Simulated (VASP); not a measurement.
**TePb: single point with PBE**

TePb:

```
Pb Te
1.0
     0.00000    3.33319    3.33319
     3.33319    0.00000    3.33319
     3.33319    3.33319    0.00000
Pb Te
1 1
Cartesian
  0.0000 0.0000 0.0000
  3.3332 3.3332 3.3332
```

This cell differs from its parent crystal: strain +2.0%.

| Item | Value |
| --- | --- |
| Program | VASP 6.6.1 |
| Task | single point |
| Functional | PBE |
| Potentials or basis | VASP PAW PBE potentials, release 64 (Pb_d, Te) |
| Cutoff | 520 eV |
| k mesh | 4 × 4 × 4 |
| Occupations | gaussian, width 0.01 eV |
| Spin | no spin polarisation |

```yaml
Pressure: -1.6 GPa
Band_gap_on_the_k_mesh: 0.90 eV, direct
```

Levels at points of the mesh, in eV from the valence-band top:
| k point | band 7 | band 8 | band 9 | band 10 | band 11 | band 12 | band 13 | band 14 |
| --- | --- | --- | --- | --- | --- | --- | --- | --- |
| (0.00, 0.00, 0.00) | -5.82 | -1.00 | -1.00 | -1.00 | 3.97 | 3.97 | 3.97 | 6.01 |
| (0.50, 0.00, 0.00) | -8.14 | -0.60 | -0.60 | 0.00 | 0.90 | 1.49 | 1.49 | 8.29 |
| (0.50, 0.50, 0.00) | -7.16 | -3.79 | -2.28 | -2.28 | 3.69 | 5.15 | 5.15 | 6.19 |

Wall time 10 s on 1 thread of AMD EPYC 7R13, with other jobs on the host, peak memory 0.21 GiB.

Caveat: the cell differs from its parent crystal (strain +2.0%); spin-orbit coupling is left out, which moves the levels of the heavy elements. A k mesh can miss the band edges.
